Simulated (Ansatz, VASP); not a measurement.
# Two plane-wave programs on RbBr

```xyz
2
Lattice="0.0000 3.4608 3.4608 3.4608 0.0000 3.4608 3.4608 3.4608 0.0000" Properties=species:S:1:pos:R:3 pbc="T T T"
Rb    0.0000    0.0000    0.0000
Br    3.4608    3.4608    3.4608
```

Alike in both runs: task single point; functional PBE-based screened hybrid with a share of 0.75 of exact exchange and HFSCREEN = 0.5; k mesh 4 × 4 × 4; no spin polarisation.

|  | VASP | Ansatz |
| --- | --- | --- |
| version | VASP 6.6.1 | Ansatz 0.2.0 |
| potentials or method | VASP PAW PBE potentials, release 64 (Rb_sv, Br) | plane waves |
| plane-wave cutoff (eV) | 520 | 420 |
| occupations | gaussian, width 0.01 eV | fixed |
| valence electrons in the cell | 16 | 16 |

```csv
,VASP,Ansatz,Ansatz less VASP
gap on the k mesh at the Fermi level (eV),6.08,6.09,+0.007
pressure (GPa),-0.1,-0.1,+0.01
```

VASP's potentials were made for PBE, not for PBE-based screened hybrid. Ansatz's warnings: stress exchange threshold loose, stress scf threshold loose.
